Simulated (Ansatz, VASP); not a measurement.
# SnC3: VASP beside Ansatz

Contents of INCAR:

```
SYSTEM = SnC3
  PREC = Accurate
  ENCUT = 520
  EDIFF = 1E-6
  ISMEAR = -1
  SIGMA = 0.02
  LREAL = .False.
  LASPH = .True.
  NELM = 100
  ALGO = Normal
  ISIF = 2
  LWAVE = .False.
  LCHARG = .True.
  GGA = PE
  LELF = .True.
  LVHAR = .True.
  NBANDS = 21
```

Contents of KPOINTS:

```
regular mesh
0
Gamma
  8 8 8
  0 0 0
```

Contents of POSCAR:

```
SnC3
1.0
    1.5715728545      0.9073480106      5.2052497761
   -1.5715728545      0.9073480106      5.2052497761
    0.0000000000     -1.8146960212      5.2052497761
C Sn
3 1
Direct
    1.0147226421      0.0147226421      0.0147226421
    0.4768905496      0.4768905496      0.4768905496
    0.3831861780      0.3831861780      0.3831861780
    0.8752006303      0.8752006303      0.8752006303
```

Input for Ansatz:

```yaml
crystal:
  lattice:
    - [1.5715728545, 0.9073480106, 5.2052497761]
    - [-1.5715728545, 0.9073480106, 5.2052497761]
    - [0.0, -1.8146960212, 5.2052497761]
  atoms:
    - { symbol: C, position: [1.0147226421, 0.0147226421, 0.0147226421] }
    - { symbol: C, position: [0.4768905496, 0.4768905496, 0.4768905496] }
    - { symbol: C, position: [0.383186178, 0.383186178, 0.383186178] }
    - { symbol: Sn, position: [0.8752006303, 0.8752006303, 0.8752006303] }
kpoints:
  mp_grid: { grid: [8, 8, 8] }
hamiltonian:
  xc: pbe
scf:
  occupations: { method: fermi_dirac, width: 0.02 }
  n_extra_bands: 5
output:
  forces: true
  stress: true
  eigenvalues: true
```

Alike in both runs: task single point; functional PBE; k mesh 8 × 8 × 8; occupations fermi-dirac, width 0.02 eV; no spin polarisation.

|  | VASP | Ansatz |
| --- | --- | --- |
| version | VASP 6.6.1 | Ansatz 0.2.0 |
| potentials or method | VASP PAW PBE potentials, release 64 (C, Sn_d) | plane waves, PAW |
| plane-wave cutoff (eV) | 520 | 420 |
| valence electrons in the cell | 26 | 26 |

Ansatz gave:

```
pressure (GPa)                     : 0.0
rms of the force components (eV/Å) : 0.006
```

Problem. Estimate VASP's values.

Solution. Pressure (GPa): 0.0; rms of the force components (eV/Å): 0.025.

Atom by atom the forces differ by 0.020 eV/Å (rms over components).
